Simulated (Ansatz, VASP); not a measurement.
## BiRu: VASP beside Ansatz

File INCAR:

```
ALGO = Normal
EDIFF = 1E-6
ENCUT = 520
GGA = PE
ISIF = 2
ISMEAR = -1
LASPH = T
LCHARG = T
LELF = T
LREAL = F
LVHAR = T
LWAVE = F
NBANDS = 22
NELM = 80
PREC = Accurate
SIGMA = 0.05
```

KPOINTS

```
k-points
0
Gamma
  10 10 10
```

The input POSCAR:

```
BiRu
1.0
    0.0000000000      2.8022154449      2.8022154449
    2.8022154449      0.0000000000      2.8022154449
    2.8022154449      2.8022154449      0.0000000000
Ru Bi
1 1
Direct
    0.0000000000      0.0000000000      0.0000000000
    0.5000000000      0.5000000000      0.5000000000
```

Input for Ansatz:

```yaml
crystal:
  lattice:
    - [0.0, 2.8022154449, 2.8022154449]
    - [2.8022154449, 0.0, 2.8022154449]
    - [2.8022154449, 2.8022154449, 0.0]
  atoms:
    - { symbol: Ru, position: [0.0, 0.0, 0.0] }
    - { symbol: Bi, position: [0.5, 0.5, 0.5] }
kpoints:
  mp_grid: { grid: [10, 10, 10] }
scf:
  occupations: { method: fermi_dirac, width: 0.05 }
hamiltonian:
  xc: pbe
  pseudopotentials: { kind: all_electron, lapw: { basis_error: 0.00025 } }
output:
  forces: true
  stress: true
  eigenvalues: true
```

Change from the starting cell: volume scaled by 1.03.

Alike in both runs: task single point; functional PBE; k mesh 10 × 10 × 10; occupations fermi-dirac, width 0.05 eV; no spin polarisation.

|  | VASP | Ansatz |
| --- | --- | --- |
| version | VASP 6.6.1 | Ansatz 0.2.0 |
| potentials or method | VASP PAW PBE potentials, release 64 (Ru_pv, Bi_d), cutoff 520 eV | all-electron LAPW, scalar-relativistic |

|  | VASP | Ansatz | Ansatz less VASP |
| --- | --- | --- | --- |
| pressure (GPa) | -3.1 | -3.1 | -0.01 |

Ansatz ran all-electron here, and VASP with PAW potentials.

Neither program's run includes spin-orbit coupling.
